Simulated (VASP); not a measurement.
Crystal: Lu.

```
Lu
1.0
    -1.95411    1.95411    1.95411
     1.95411   -1.95411    1.95411
     1.95411    1.95411   -1.95411
Lu
1
Direct
  0.00000 0.00000 0.00000
```

This isn't the form of Lu at room conditions, which is hcp.

* Program: VASP 6.6.1
* Task: relaxation of cell and atoms
* Functional: PBEsol
* Potentials or basis: VASP PAW PBE potentials, release 64 (Lu)
* Cutoff: 600 eV
* k mesh: 16 × 16 × 16
* Occupations: gaussian, width 0.1 eV
* Spin: no spin polarisation

At the start: pressure -2.6 GPa; volume 29.85 Å³/atom.

Where does the relaxation end?

Over 3 steps the energy falls by 15.9 meV/atom and the volume is 28.02 Å³/atom (-6.1 %); space group Im-3m (No. 229, to 0.1 Å) before and after.

The path:
```
step  energy change (eV)  largest force (eV/Å)  pressure (GPa)  volume (Å³)
   1              0.0000                0.0000           -2.64        29.85
   2             -0.0156                0.0000            0.44        27.77
   3             -0.0159                0.0000            0.00        28.02
```

Final structure:
```
CELL_PARAMETERS angstrom
-1.91335 1.91335 1.91335
1.91335 -1.91335 1.91335
1.91335 1.91335 -1.91335
ATOMIC_POSITIONS crystal
Lu 0.00000 0.00000 0.00000
```

Caveat: the PAW data sets were made with another functional, which shifts forces and pressure a little.
